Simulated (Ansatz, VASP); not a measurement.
# Two plane-wave programs on LiF

```
Li F
1.0
     2.55953    0.00000    0.00000
     0.00000    2.50834    0.00000
     0.00000    0.00000    2.55953
Li F
1 1
Direct
  0.00000 0.00000 0.00000
  0.50000 0.50000 0.50000
```

Change from the starting cell: strain -0.0200 x Voigt [0, 1, 0, 0, 0, 0], atoms carried along.

Alike in both runs: task single point; functional PBE; k mesh 10 × 10 × 10; occupations gaussian, width 0.05 eV; no spin polarisation.

|  | VASP | Ansatz |
| --- | --- | --- |
| version | VASP 6.6.1 | Ansatz 0.2.0 |
| potentials or method | VASP PAW PBE potentials, release 64 (Li_sv, F), cutoff 520 eV | scalar-relativistic, plane waves, PAW |
| valence electrons in the cell | 10 | 10 |

Ansatz gave:

* gap on the k mesh at the Fermi level (eV): 7.57
* least direct gap on the mesh (eV): 8.20

Q: Estimate VASP's values.

A: gap on the k mesh at the Fermi level (eV): 7.58; least direct gap on the mesh (eV): 8.21.

Noted on VASP's run: the cutoff is short for stress, so the pressure is rough.
